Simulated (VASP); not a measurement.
# SiGe3Ru (P4mm) in VASP: notebook

SiGe3Ru is run at these levels: PBE; tasks: single point, relaxation of cell and atoms.

Everything below comes from runs of VASP 6.6.1. Logs are shortened: lines on timing, memory, paths and dates and some standing lists are left out, and cuts for length are marked.

### Step 1. The cell of the first run

The structure is tetragonal, space group P4mm (No. 99). The conventional cell has a = 4.005 Å, b = 4.005 Å, c = 5.073 Å, α = 90.00°, β = 90.00°, γ = 90.00°. Si (site symmetry 4mm) has 12 Ge at 2.88 to 3.23 Å and 4 Ru at 3.30 Å within 3.8 Å. Within 2.9 Å of Ge (site symmetry 2mm) lie 2 Ru at 2.17 Å and 6 Ge at 2.82 to 2.83 Å. Within 3.0 Å of Ge (site symmetry 4mm) lie 2 Ru at 2.25 to 2.83 Å and 4 Ge at 2.82 Å and 4 Si at 2.88 Å. Within 2.9 Å of Ru (site symmetry 4mm) lie 6 Ge at 2.17 to 2.83 Å.

The cell was generated, and may not be a known phase.

### Step 2. Single point, PBE

INCAR reads:

```
ALGO = Normal
EDIFF = 1E-7
ENCUT = 520
GGA = PE
ISIF = 2
ISMEAR = 0
LASPH = True
LCHARG = False
LREAL = False
LWAVE = False
NBANDS = 38
NELM = 80
PREC = Accurate
SIGMA = 0.1
```

KPOINTS reads:

```
k-points
0
Gamma
  4 4 4
```

POSCAR reads:

```
SiGe3Ru
1.0
    4.0045023600      0.0000000000      0.0000000000
    0.0000000000      4.0045023600      0.0000000000
    0.0000000000      0.0000000000      5.0730379200
Si Ge Ru
1 3 1
Direct
    0.0000000000      0.0000000000      0.0000000000
    0.0000000000      0.5000000000      0.5000000000
    0.5000000000      0.0000000000      0.5000000000
    0.5000000000      0.5000000000      0.1076000000
    0.5000000000      0.5000000000      0.6650000200
```

Potentials or basis: VASP PAW PBE potentials, release 64 (Si, Ge_d, Ru_pv).

Launch:

```console
> cat potpaw_PBE.64/Si/POTCAR potpaw_PBE.64/Ge_d/POTCAR potpaw_PBE.64/Ru_pv/POTCAR > POTCAR
> mpirun -np 1 vasp_std > vasp.out
```

OUTCAR:

```text
EDIFF = 1E-7
   ENCUT = 520
   GGA = PE
   ISIF = 2
   ISMEAR = 0
   LASPH = True
   LREAL = False
   NELM = 80
   PREC = Accurate

 ion  position               nearest neighbor table
   1  0.000  0.000  0.000-   4 2.88   4 2.88   4 2.88   4 2.88
   2  0.000  0.500  0.500-   5 2.17   5 2.17   4 2.82   4 2.82   3 2.83   3 2.83   3 2.83   3 2.83

   3  0.500  0.000  0.500-   5 2.17   5 2.17   4 2.82   4 2.82   2 2.83   2 2.83   2 2.83   2 2.83

   4  0.500  0.500  0.108-   5 2.25   3 2.82   2 2.82   3 2.82   2 2.82   5 2.83   1 2.88   1 2.88
                             1 2.88   1 2.88
   5  0.500  0.500  0.665-   2 2.17   3 2.17   3 2.17   2 2.17   4 2.25   4 2.83

  LATTYP: Found a simple tetragonal cell.
 ALAT       =     4.0045023600
 C/A-ratio  =     1.2668335448

  Lattice vectors:

 A1 = (   4.0045023600,   0.0000000000,   0.0000000000)
 A2 = (   0.0000000000,   4.0045023600,   0.0000000000)
 A3 = (   0.0000000000,   0.0000000000,   5.0730379200)

Analysis of symmetry for initial positions (statically):
=====================================================================
 Subroutine PRICEL returns:
 Original cell was already a primitive cell.

 Routine SETGRP: Setting up the symmetry group for a
 simple tetragonal supercell.

 Subroutine GETGRP returns: Found  8 space group operations
 (whereof  8 operations were pure point group operations)
 out of a pool of 16 trial point group operations.

The static configuration has the point symmetry C_4v.

Analysis of symmetry for dynamics (positions and initial velocities):
=====================================================================
 Subroutine PRICEL returns:
 Original cell was already a primitive cell.

 Routine SETGRP: Setting up the symmetry group for a
 simple tetragonal supercell.

 Subroutine GETGRP returns: Found  8 space group operations
 (whereof  8 operations were pure point group operations)
 out of a pool of 16 trial point group operations.

The dynamic configuration has the point symmetry C_4v.

 Subroutine INISYM returns: Found  8 space group operations
 (whereof  8 operations are pure point group operations),
 and found     1 'primitive' translations

----------------------------------------------------------------------------------------

                                     Primitive cell

  volume of cell :      81.3514

  direct lattice vectors                    reciprocal lattice vectors
     4.004502360  0.000000000  0.000000000     0.249718919  0.000000000  0.000000000
     0.000000000  4.004502360  0.000000000     0.000000000  0.249718919  0.000000000
     0.000000000  0.000000000  5.073037920     0.000000000  0.000000000  0.197120545

  length of vectors
     4.004502360  4.004502360  5.073037920     0.249718919  0.249718919  0.197120545

  position of ions in fractional coordinates (direct lattice)
     0.000000000  0.000000000  0.000000000
     0.000000000  0.500000000  0.500000000
     0.500000000  0.000000000  0.500000000
     0.500000000  0.500000000  0.107600000
     0.500000000  0.500000000  0.665000020

  ion indices of the primitive-cell ions
   primitive index   ion index
                 1           1
                 2           2
                 3           3
                 4           4
                 5           5

----------------------------------------------------------------------------------------

 KPOINTS: k-points

Automatic generation of k-mesh.
 Grid dimensions read from file:
 generate k-points for:    4    4    4

 Generating k-lattice:

  Cartesian coordinates                     Fractional coordinates (reciprocal lattice)
     0.062429730  0.000000000  0.000000000     0.250000000  0.000000000  0.000000000
     0.000000000  0.062429730  0.000000000     0.000000000  0.250000000  0.000000000
     0.000000000  0.000000000  0.049280136     0.000000000  0.000000000  0.250000000

  Length of vectors
     0.062429730  0.062429730  0.049280136

  Shift w.r.t. Gamma in fractional coordinates (k-lattice)
     0.000000000  0.000000000  0.000000000

 Subroutine IBZKPT returns following result:
 ===========================================

 Found     18 irreducible k-points:

 Following reciprocal coordinates:
            Coordinates               Weight
  0.000000  0.000000  0.000000      1.000000
  0.250000  0.000000  0.000000      4.000000
  0.500000  0.000000  0.000000      2.000000
  0.250000  0.250000  0.000000      4.000000
  0.500000  0.250000  0.000000      4.000000
  0.500000  0.500000  0.000000      1.000000
[... 10 lines left out ...]
  0.500000  0.250000  0.500000      4.000000
  0.500000  0.500000  0.500000      1.000000
   k-points           NKPTS =     18   k-points in BZ     NKDIM =     18   number of bands    NBANDS=     38
   number of dos      NEDOS =    301   number of ions     NIONS =      5
   total plane-waves  NPLWV =  36000
   dimension x,y,z NGX =    30 NGY =   30 NGZ =   40
   dimension x,y,z NGXF=    60 NGYF=   60 NGZF=   80
   ions per type =               1   3   1
   NGX,Y,Z   is equivalent  to a cutoff of  12.45, 12.45, 13.11 a.u.
   NGXF,Y,Z  is equivalent  to a cutoff of  24.91, 24.91, 26.22 a.u.
 SYSTEM =  unknown system
   PREC   = accura    normal or accurate (medium, high low for compatibility)
   ISTART =      0    job   : 0-new  1-cont  2-samecut
   ICHARG =      2    charge: 1-file 2-atom 10-const
   ISPIN  =      1    spin polarized calculation?
   LNONCOLLINEAR =      F non collinear calculations
   LSORBIT =      F    spin-orbit coupling
   LASPH  =      T    aspherical Exc in radial PAW
   ENCUT  =  520.0 eV  38.22 Ry    6.18 a.u.   7.45  7.45  9.43*2*pi/ulx,y,z
   NELM   =     80;   NELMIN=  2; NELMDL= -5     # of ELM steps
   EDIFF  = 0.1E-06   stopping-criterion for ELM
   LREAL  =      F    real-space projection
   EDIFFG = 0.1E-05   stopping-criterion for IOM
   NSW    =      0    number of steps for IOM
   IBRION =     -1    ionic relax: 0-MD 1-quasi-New 2-CG
   NFREE  =      0    steps in history (QN), initial steepest desc. (CG)
   ISIF   =      2    stress and relaxation
   ISYM   =      2    0-nonsym 1-usesym 2-fastsym
   POTIM  = 0.5000    time-step for ionic-motion
   TEBEG  =    0.0;   TEEND  =   0.0 temperature during run
   PSTRESS=    0.0 pullay stress
   NELECT =      60.0000    total number of electrons
   NUPDOWN=      -1.0000    fix difference up-down
   EMIN   =  10.00;   EMAX   =-10.00  energy-range for DOS
   EFERMI =   0.00;   METHOD = LEGACY
   ISMEAR =     0;   SIGMA  =   0.10  broadening in eV -4-tet -1-fermi 0-gaus
   EFERMI_NEDOS =   21; number of points for ismear=-14 and -15
   IALGO  =     38    algorithm
   IMIX   =      4    mixing-type and parameters
     AMIX     =   0.40;   BMIX     =  1.00
     AMIX_MAG =   1.60;   BMIX_MAG =  1.00
  volume/ion in A,a.u.               =      16.27       109.80
  Fermi-wavevector in a.u.,A,eV,Ry     =   1.479120  2.795132 29.766785  2.187797
  Thomas-Fermi vector in A             =   2.593317
   LORBIT       =      0    0 simple, 1 ext, 2 COOP (PROOUT), +10 PAW based schemes
   GGA     = PE    functional components
   LHFCALC =     F    Hartree Fock is set to
   AEXX    =    0.0000 exact exchange contribution
   IVDW    =     0    specifies the selected vdW correction
   LEPSILON=     F    determine dielectric tensor
   LRPA    =     F    only Hartree local field effects (RPA)
 non-spin polarized calculation
 Gauss-broadening in eV      SIGMA  =   0.10
  energy-cutoff  :      520.00
  volume of cell :       81.35
 maximum number of plane-waves:      2226
 NGX is ok and might be reduce to    30
   NGX = 15   NGY = 15   NGZ = 19

 number of electron      59.9999951 magnetization

 Free energy of the ion-electron system (eV)
  ---------------------------------------------------
  ext. energy  EPLUGINS =         0.00000000
  ---------------------------------------------------
  free energy    TOTEN  =       -23.27893047 eV

  energy without entropy =      -23.26201576  energy(sigma->0) =      -23.27047311

 E-fermi :   8.8844     XC(G=0): -11.7982

 val. band max:        8.8572373346   @ k =   0.5000   0.0000   0.2500
 cond. band min:       8.9362597227   @ k =   0.2500   0.0000   0.0000
 fundamental gap:      0.0790223881
 Fermi energy:         8.8844401743

 k-point     1 :       0.0000    0.0000    0.0000
  band No.  band energies     occupation
      1     -34.1139      2.00000
      2     -34.1139      2.00000
      3     -34.0533      2.00000
      4     -16.3783      2.00000
      5     -16.3198      2.00000
      6     -16.2585      2.00000
[... 30 lines left out ...]
     37      14.0161      0.00000
     38      14.6309      0.00000

 k-point     2 :       0.2500    0.0000    0.0000
  band No.  band energies     occupation
      1     -34.1233      2.00000
      2     -34.1140      2.00000
      3     -34.0499      2.00000
      4     -16.3399      2.00000
      5     -16.3045      2.00000
      6     -16.2765      2.00000
[... 30 lines left out ...]
     37      14.0442      0.00000
     38      14.3650      0.00000

 k-point     3 :       0.5000    0.0000    0.0000
  band No.  band energies     occupation
      1     -34.1321      2.00000
      2     -34.1142      2.00000
      3     -34.0471      2.00000
      4     -16.2942      2.00000
      5     -16.2678      2.00000
      6     -16.2530      2.00000
[... 30 lines left out ...]
     37      13.8108      0.00000
     38      13.9457      0.00000

 k-point     4 :       0.2500    0.2500    0.0000
  band No.  band energies     occupation
      1     -34.1237      2.00000
      2     -34.1231      2.00000
      3     -34.0466      2.00000
      4     -16.3251      2.00000
      5     -16.2919      2.00000
      6     -16.2770      2.00000
[... 30 lines left out ...]
     37      13.3451      0.00000
     38      14.3000      0.00000
[... 457 lines left out ...]
      4     -16.3246      2.00000
      5     -16.2889      2.00000
      6     -16.2752      2.00000
[... 30 lines left out ...]
     37      14.0536      0.00000
     38      14.6217      0.00000

 k-point    17 :       0.5000    0.2500    0.5000
  band No.  band energies     occupation
      1     -34.1323      2.00000
      2     -34.1235      2.00000
      3     -34.0465      2.00000
      4     -16.2841      2.00000
      5     -16.2828      2.00000
      6     -16.2741      2.00000
[... 30 lines left out ...]
     37      14.3338      0.00000
     38      14.8058      0.00000

 k-point    18 :       0.5000    0.5000    0.5000
  band No.  band energies     occupation
      1     -34.1323      2.00000
      2     -34.1323      2.00000
      3     -34.0437      2.00000
      4     -16.2984      2.00000
      5     -16.2984      2.00000
      6     -16.2709      2.00000
[... 30 lines left out ...]
     37      15.4620      0.00000
     38      16.3343      0.00000

------------------------ aborting loop because EDIFF is reached ----------------------------------------

  FORCE on cell =-STRESS in cart. coord.  units (eV):
  Direction    XX          YY          ZZ          XY          YZ          ZX
  --------------------------------------------------------------------------------------
  -------------------------------------------------------------------------------------
  Total       20.1048043     20.1048043     12.0029577      0.0000000      0.0000000      0.0000000
  in kB      395.9544381    395.9544381    236.3924717      0.0000000      0.0000000      0.0000000
  external PRESSURE =     342.7671159 kB  Pullay stress =       0.0000000 kB

 VOLUME and BASIS-vectors are now :
 -----------------------------------------------------------------------------
  energy-cutoff  :      520.00
  volume of cell :       81.35
      direct lattice vectors                 reciprocal lattice vectors
     4.004502360  0.000000000  0.000000000     0.249718919  0.000000000  0.000000000
     0.000000000  4.004502360  0.000000000     0.000000000  0.249718919  0.000000000
     0.000000000  0.000000000  5.073037920     0.000000000  0.000000000  0.197120545

 POSITION                                       TOTAL-FORCE (eV/Angst)
 -----------------------------------------------------------------------------------
      0.00000      0.00000      0.00000         0.000000      0.000000      0.425471
      0.00000      2.00225      2.53652         0.000000     -0.000000     -3.414895
      2.00225      0.00000      2.53652         0.000000      0.000000     -3.414895
      2.00225      2.00225      0.54586         0.000000      0.000000      1.928088
      2.00225      2.00225      3.37357         0.000000     -0.000000      4.476232
 -----------------------------------------------------------------------------------
    total drift:                                0.000000      0.000000     -0.000996

  FREE ENERGIE OF THE ION-ELECTRON SYSTEM (eV)
  ---------------------------------------------------
  free  energy   TOTEN  =       -23.2789304686 eV

  energy  without entropy=      -23.2620157609  energy(sigma->0) =      -23.27047311
```

It took 64 s on 1 thread of Intel Xeon Platinum 8559C (Emerald Rapids), shared host; peak memory 0.21 GiB.

What came out:

```
Free energy            : -23.2789 eV
Pressure               : 34.3 GPa
Largest force          : 4.476 eV/Å
Band gap on the k mesh : zero (bands 30 and 31 overlap by 1.90 eV)
```

Forces on the atoms (eV/Å):
```
Si   0.000  0.000  0.425
Ge   0.000  0.000 -3.415
Ge   0.000  0.000 -3.415
Ge   0.000  0.000  1.928
Ru   0.000  0.000  4.476
```

Caveat: the k points lie up to 0.39 Å⁻¹ apart, too coarse for converged energies and pressures of a metal; forces of over 1 eV/Å act on the atoms, so gaps and moduli don't describe the material at rest.

### Step 3. Single point, PBE

This run uses another cell than the first one, of 19.82 Å³/atom.

INCAR reads:

```
PREC = Accurate ; ENCUT = 520
EDIFF = 1E-6 ; ISMEAR = 0
SIGMA = 0.1 ; LREAL = F
LASPH = T ; NELM = 60
ALGO = Normal ; ISIF = 2
LWAVE = F ; LCHARG = F
GGA = PE ; NBANDS = 38
```

KPOINTS reads:

```
Automatic mesh
0
Gamma
  4 4 4
```

POSCAR reads:

```
SiGe3Ru
1.0
    4.1659822797      0.0000000000      0.0000000000
    0.0000000000      4.1659822797      0.0000000000
    0.0000000000      0.0000000000      5.7110866430
Si Ge Ru
1 3 1
Direct
    0.0000000000      0.0000000000      0.1291231163
    0.0000000000      0.5000000000      0.4452696583
    0.5000000000      0.0000000000      0.4452696583
    0.5000000000      0.5000000000      0.0867541666
    0.5000000000      0.5000000000      0.6661834205
```

Potentials or basis: VASP PAW PBE potentials, release 64 (Si, Ge_d, Ru_pv).

Launch:

```console
> cat potpaw_PBE.64/Si/POTCAR potpaw_PBE.64/Ge_d/POTCAR potpaw_PBE.64/Ru_pv/POTCAR > POTCAR
> mpirun -np 1 vasp_std > vasp.out
```

It took 59 s on 1 thread of Intel Xeon Platinum 8559C (Emerald Rapids), shared host; peak memory 0.22 GiB.

The run converged. Its results:

- Free energy: -25.8480 eV
- Pressure: 0.2 GPa
- Largest force: 0.030 eV/Å
- Band gap on the k mesh: zero (bands 30 and 31 overlap by 1.29 eV)

Forces on the atoms (eV/Å):
```
Si   0.000  0.000 -0.030
Ge   0.000  0.000  0.007
Ge   0.000  0.000  0.007
Ge   0.000  0.000  0.012
Ru   0.000  0.000  0.004
```

Stress tensor (GPa, compression positive):
```
0.12 0.00 0.00
0.00 0.12 0.00
0.00 0.00 0.38
```

Levels at points of the mesh, in eV from the Fermi level:
| k point | band 27 | band 28 | band 29 | band 30 | band 31 | band 32 | band 33 | band 34 |
| --- | --- | --- | --- | --- | --- | --- | --- | --- |
| (0.00, 0.00, 0.00) | -2.09 | -1.37 | -1.04 | -0.97 | 1.70 | 2.36 | 2.36 | 3.55 |
| (0.50, 0.00, 0.00) | -1.77 | -1.19 | -0.85 | -0.71 | -0.51 | -0.15 | 0.17 | 3.57 |
| (0.50, 0.50, 0.00) | -1.52 | -1.21 | -1.01 | -0.60 | -0.60 | 0.02 | 1.57 | 1.57 |
| (0.00, 0.00, 0.50) | -1.03 | -0.86 | -0.86 | 0.03 | 0.36 | 0.36 | 0.95 | 3.82 |
| (0.50, 0.00, 0.50) | -1.59 | -0.92 | -0.56 | -0.37 | 0.66 | 0.94 | 2.21 | 2.32 |
| (0.50, 0.50, 0.50) | -1.52 | -1.26 | -1.18 | -1.18 | -0.13 | 3.15 | 3.15 | 3.43 |

Caveat: the k points lie up to 0.38 Å⁻¹ apart, too coarse for converged energies and pressures of a metal.

(Continued in part 2 of 2.)

The gap in the log of VASP goes by the Fermi energy; the results here count the filled bands.